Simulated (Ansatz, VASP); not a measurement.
**Y3AlN4 in VASP and in Ansatz**

```
CELL_PARAMETERS angstrom
3.40654 0.00000 0.00000
0.00000 3.40654 0.00000
0.00000 0.00000 9.36473
ATOMIC_POSITIONS crystal
Y 0.50000 0.50000 0.23358
Y 0.00000 0.00000 0.50000
Y 0.50000 0.50000 0.76642
Al 0.00000 0.00000 0.00000
N 0.00000 0.00000 0.22555
N 0.50000 0.50000 0.50000
N 0.00000 0.00000 0.77445
N 0.50000 0.50000 0.00000
```

Alike in both runs: functional PBE; k mesh 10 × 10 × 4; occupations gaussian, width 0.01 eV; no spin polarisation.

Ansatz relaxed the structure, and its values are those at the end. VASP's run is a single point on that final structure, the one shown.

|  | VASP | Ansatz |
| --- | --- | --- |
| version | VASP 6.6.1 | Ansatz 0.2.0 |
| potentials or method | VASP PAW PBE potentials, release 64 (Y_sv, Al, N), cutoff 520 eV | scalar-relativistic, plane waves, PAW |
| valence electrons in the cell | 56 | 56 |

```tsv
	VASP	Ansatz	Ansatz less VASP
gap on the k mesh at the Fermi level (eV)	0.28	0.28	+0.002
least direct gap on the mesh (eV)	0.28	0.28	+0.002
pressure (GPa)	-0.2	0.0	+0.19
rms of the force components (eV/Å)	0.003	0.002	-0.0008
```
